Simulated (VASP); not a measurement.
Write the native input for VASP 6.6.1 that does the following.

* Task: single point
* Functional: PBEsol
* Potentials or basis: VASP PAW PBE potentials, release 64 (Ba_sv, Ti_sv, O)
* Cutoff: 520 eV
* k mesh: 6 × 6 × 6
* Occupations: fermi-dirac, width 0.05 eV
* Spin: no spin polarisation
* Dipole correction: no
* Further INCAR settings: ALGO = Normal; EDIFF = 1e-07; NBANDS = 28

The structure of BaTiO3 (Barioperovskite) lies in POSCAR:

```
BaTiO3
1.0
    3.9855000000      0.0996375000      0.0000000000
    0.0709225000      2.8369000000      2.8451500000
   -0.0709225000     -2.8369000000      2.8451500000
Ba Ti O
1 1 3
Direct
    0.0000000000      0.0000000000      0.0000000000
    0.5000000000      0.5124000000      0.5124000000
    0.0000000000      0.4874000000      0.4874000000
    0.5000000000      0.5052400000      0.9918400000
    0.5000000000      0.9918400000      0.5052400000
```

These files were run (other wordings do the same):

INCAR

```
SYSTEM = BaTiO3
ALGO = Normal ; EDIFF = 1E-7
ENCUT = 520 ; GGA = PS
ISIF = 2 ; ISMEAR = -1
LASPH = .True. ; LCHARG = .False.
LREAL = .False. ; LWAVE = .False.
NBANDS = 28 ; NELM = 80
PREC = Accurate ; SIGMA = 0.05
```

KPOINTS

```
k-points
0
Gamma
  6 6 6
  0 0 0
```

Potentials or basis: VASP PAW PBE potentials, release 64 (Ba_sv, Ti_sv, O).

Run with:

```bash
$ cat potpaw_PBE.64/Ba_sv/POTCAR potpaw_PBE.64/Ti_sv/POTCAR potpaw_PBE.64/O/POTCAR > POTCAR
$ mpirun -np 1 vasp_std > vasp.out
```

It gave:

| Item | Value |
| --- | --- |
| Pressure | -1.9 GPa |
| Largest force | 0.283 eV/Å |
| Band gap on the k mesh | 1.71 eV, indirect (least direct gap 1.86 eV) |

Caveat: the PAW data sets were made with another functional, which shifts forces and pressure a little; spin-orbit coupling is left out, which moves the levels of the heavy elements.

It took 2.1 min on 1 thread of AMD EPYC 7R43 64-Core Processor (Zen 3) (shared host), peak memory 0.22 GiB.
